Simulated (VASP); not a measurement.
# TiC (Fm-3m) in VASP: notebook, part 2 of 2

VASP 6.6.1. The steps go on from the part before.

### Step 3. Single point, LDA

File INCAR:

```
SYSTEM = TiC
  ALGO = Normal
  EDIFF = 1E-6
  ENCUT = 520
  GGA = CA
  ISIF = 2
  ISMEAR = 0
  LASPH = .TRUE.
  LCHARG = .FALSE.
  LREAL = .FALSE.
  LWAVE = .FALSE.
  NBANDS = 15
  NELM = 80
  PREC = Accurate
  SIGMA = 0.1
```

File KPOINTS:

```
k-points
0
G
  16 16 16
  0 0 0
```

File POSCAR:

```
TiC
1.0
    0.0000000000      2.1304114046      2.1304114046
    2.1304114046      0.0000000000      2.1304114046
    2.1304114046      2.1304114046      0.0000000000
Ti C
1 1
Direct
    0.0000000000      0.0000000000      0.0000000000
    0.5000000000      0.5000000000      0.5000000000
```

Potentials or basis: VASP PAW LDA potentials, release 64 (Ti_sv, C).

The run is started by

```sh
$ cat potpaw_LDA.64/Ti_sv/POTCAR potpaw_LDA.64/C/POTCAR > POTCAR
$ mpirun -np 1 vasp_std > vasp.out
```

OUTCAR:

```text
SYSTEM = TiC
   EDIFF = 1E-6
   ENCUT = 520
   GGA = CA
   ISIF = 2
   ISMEAR = 0
   LASPH = .TRUE.
   LREAL = .FALSE.
   NELM = 80
   PREC = Accurate

 ion  position               nearest neighbor table
   1  0.000  0.000  0.000-   2 2.13   2 2.13   2 2.13   2 2.13   2 2.13   2 2.13
   2  0.500  0.500  0.500-   1 2.13   1 2.13   1 2.13   1 2.13   1 2.13   1 2.13

  LATTYP: Found a face centered cubic cell.
 ALAT       =     4.2608228092

  Lattice vectors:

 A1 = (   0.0000000000,   2.1304114046,   2.1304114046)
 A2 = (   2.1304114046,   0.0000000000,   2.1304114046)
 A3 = (   2.1304114046,   2.1304114046,   0.0000000000)

Analysis of symmetry for initial positions (statically):
=====================================================================
 Subroutine PRICEL returns:
 Original cell was already a primitive cell.

 Routine SETGRP: Setting up the symmetry group for a
 face centered cubic supercell.

 Subroutine GETGRP returns: Found 48 space group operations
 (whereof 48 operations were pure point group operations)
 out of a pool of 48 trial point group operations.

The static configuration has the point symmetry O_h .

Analysis of symmetry for dynamics (positions and initial velocities):
=====================================================================
 Subroutine PRICEL returns:
 Original cell was already a primitive cell.

 Routine SETGRP: Setting up the symmetry group for a
 face centered cubic supercell.

 Subroutine GETGRP returns: Found 48 space group operations
 (whereof 48 operations were pure point group operations)
 out of a pool of 48 trial point group operations.

The dynamic configuration has the point symmetry O_h .

 Subroutine INISYM returns: Found 48 space group operations
 (whereof 48 operations are pure point group operations),
 and found     1 'primitive' translations

----------------------------------------------------------------------------------------

                                     Primitive cell

[... 120 lines left out ...]
   LRPA    =     F    only Hartree local field effects (RPA)
 non-spin polarized calculation
 Gauss-broadening in eV      SIGMA  =   0.10
  energy-cutoff  :      520.00
  volume of cell :       19.34
 maximum number of plane-waves:       544
   NGX = 11   NGY = 11   NGZ = 11

 number of electron      16.0000003 magnetization

 Free energy of the ion-electron system (eV)
  ---------------------------------------------------
  ext. energy  EPLUGINS =         0.00000000
  ---------------------------------------------------
  free energy    TOTEN  =       -20.53913124 eV

  energy without entropy =      -20.53729415  energy(sigma->0) =      -20.53821269

 E-fermi :   9.8117     XC(G=0): -13.2318

 val. band max:        9.7951616275   @ k =   0.1250   0.0625   0.0000
 cond. band min:       9.8641987382   @ k =   0.5000   0.5000   0.0000
 fundamental gap:      0.0690371107
 Fermi energy:         9.8117382254

 k-point     1 :       0.0000    0.0000    0.0000
  band No.  band energies     occupation
      1     -45.9114      2.00000
      2     -22.2875      2.00000
      3     -22.2875      2.00000
      4     -22.2875      2.00000
      5      -2.6064      2.00000
      6      10.4744      0.00000
      7      10.4744      0.00000
      8      10.4744      0.00000
      9      11.5791      0.00000
     10      11.5791      0.00000
     11      11.5791      0.00000
     12      11.6459      0.00000
     13      11.6459      0.00000
     14      21.1761      0.00000
[... 401 lines left out ...]
      2     -22.3460      2.00000
      3     -22.3036      2.00000
      4     -22.2888      2.00000
      5      -2.3562      2.00000
      6       9.5795      1.99898
      7       9.7396      1.69269
      8       9.7881      1.26151
      9      10.5933      0.00000
     10      11.2497      0.00000
     11      12.1834      0.00000
     12      12.8194      0.00000
     13      13.7175      0.00000
     14      21.5496      0.00000
     15      24.2147      0.00000

 [... further k-points ...]

------------------------ aborting loop because EDIFF is reached ----------------------------------------

  FORCE on cell =-STRESS in cart. coord.  units (eV):
  Direction    XX          YY          ZZ          XY          YZ          ZX
  --------------------------------------------------------------------------------------
  -------------------------------------------------------------------------------------
  Total        0.0847875      0.0847875      0.0847875     -0.0000000     -0.0000000      0.0000000
  in kB        7.0246021      7.0246021      7.0246021     -0.0000000     -0.0000000      0.0000000
  external PRESSURE =       7.0246021 kB  Pullay stress =       0.0000000 kB

 VOLUME and BASIS-vectors are now :
 -----------------------------------------------------------------------------
  energy-cutoff  :      520.00
  volume of cell :       19.34
      direct lattice vectors                 reciprocal lattice vectors
     0.000000000  2.130411405  2.130411405    -0.234696453  0.234696453  0.234696453
     2.130411405  0.000000000  2.130411405     0.234696453 -0.234696453  0.234696453
     2.130411405  2.130411405  0.000000000     0.234696453  0.234696453 -0.234696453

 POSITION                                       TOTAL-FORCE (eV/Angst)
 -----------------------------------------------------------------------------------
      0.00000      0.00000      0.00000         0.000000      0.000000      0.000000
      2.13041      2.13041      2.13041         0.000000      0.000000      0.000000
 -----------------------------------------------------------------------------------
    total drift:                                0.000000     -0.000000     -0.000000

  FREE ENERGIE OF THE ION-ELECTRON SYSTEM (eV)
  ---------------------------------------------------
  free  energy   TOTEN  =       -20.5391312440 eV

  energy  without entropy=      -20.5372941455  energy(sigma->0) =      -20.53821269
```

It took 39 s on 1 thread of Intel Xeon Platinum 8259CL at 2.50GHz (Skylake/Cascade Lake), shared host; peak memory 0.16 GiB.

Results:

| Property | Result |
| --- | --- |
| Free energy | -20.5391 eV |
| Pressure | 0.7 GPa |
| Band gap on the k mesh | zero (band 8 reaches 10.47 eV, above the bottom of band 9 at 9.41 eV) |

### Step 4. Relaxation of cell and atoms, LDA

File INCAR:

```
PREC     = Accurate       # precision mode
ENCUT    = 600            # plane-wave cutoff, eV
EDIFF    = 1E-6           # SCF threshold, eV
ISMEAR   = 0              # smearing method
SIGMA    = 0.1            # smearing width, eV
LREAL    = F              # projectors in reciprocal space
LASPH    = T              # aspherical terms in the spheres
NELM     = 60             # most SCF steps
ALGO     = Normal         # electronic algorithm
ISIF     = 3              # what is computed and relaxed
LWAVE    = F              # write WAVECAR
LCHARG   = F              # write CHGCAR
IBRION   = 2              # ionic algorithm
NSW      = 100            # ionic steps
EDIFFG   = -0.005         # ionic threshold
```

File KPOINTS:

```
Automatic mesh
0
Gamma
  16 16 16
```

File POSCAR:

```
TiC
1.0
    0.0000000000      2.1305402887      2.1305402887
    2.1305402887      0.0000000000      2.1305402887
    2.1305402887      2.1305402887      0.0000000000
Ti C
1 1
Direct
    0.0000000000      0.0000000000      0.0000000000
    0.5000000000      0.5000000000      0.5000000000
```

The run is started by

```sh
$ cat potpaw_LDA.64/Ti_sv/POTCAR potpaw_LDA.64/C/POTCAR > POTCAR
$ mpirun -np 1 vasp_std > vasp.out
```

Run time: 66 s. Hardware: 1 thread of Intel Xeon Platinum 8259CL at 2.50GHz (Skylake/Cascade Lake), shared host; peak memory 0.17 GiB.

It converged, with:

```yaml
Free_energy: -20.5400 eV
Relaxed_volume: 9.69 Å³/atom
Relaxed_cell: a = 3.015 Å, b = 3.015 Å, c = 3.015 Å, α = 60.00°, β = 60.00°, γ = 60.00°
Space_group_after_relaxing_to_0.05_Å: Fm-3m (No. 225)
Energy_gained_by_relaxing: 0.0 meV/atom
Ionic_steps: 3
Pressure_after_relaxing: 0.0 GPa
Band_gap_on_the_k_mesh: zero (band 8 reaches 10.45 eV, above the bottom of band 9 at 9.38 eV)
```

Final structure:
```
CELL_PARAMETERS angstrom
0.00000 2.13187 2.13187
2.13187 0.00000 2.13187
2.13187 2.13187 0.00000
ATOMIC_POSITIONS crystal
Ti 0.00000 0.00000 0.00000
C 0.50000 0.50000 0.50000
```

Levels at points of the mesh, in eV from the Fermi level:
| k point | band 4 | band 5 | band 6 | band 7 | band 8 | band 9 | band 10 | band 11 | band 12 |
| --- | --- | --- | --- | --- | --- | --- | --- | --- | --- |
| (0.00, 0.00, 0.00) | -32.11 | -12.41 | 0.66 | 0.66 | 0.66 | 1.76 | 1.76 | 1.76 | 1.83 |
| (0.50, 0.00, 0.00) | -32.16 | -8.64 | -6.02 | -3.03 | -3.03 | 3.08 | 3.08 | 4.36 | 8.56 |
| (0.50, 0.50, 0.00) | -32.31 | -10.10 | -3.38 | -1.80 | 0.05 | 0.05 | 2.91 | 3.72 | 3.72 |

### Step 5. Overview

```tsv
task	cell	k mesh	cutoff (eV)	gap on the mesh (eV)	pressure (GPa)
single point	a = 3.013 Å, angles 60.0°, 2 atoms	8 × 8 × 8	520	none	0.7
single point	a = 3.013 Å, angles 60.0°, 2 atoms	16 × 16 × 16	520	none	0.7
relaxation of cell and atoms	relaxed from a = 3.013 Å, angles 60.0°, 2 atoms	16 × 16 × 16	600	none	0.0
```

Alike in all rows: level LDA; potentials or basis VASP PAW LDA potentials, release 64 (Ti_sv, C); no spin polarisation; smearing gaussian 0.1 eV.

Total energies depend on the potentials used, so only differences within one code and one set of settings carry meaning.
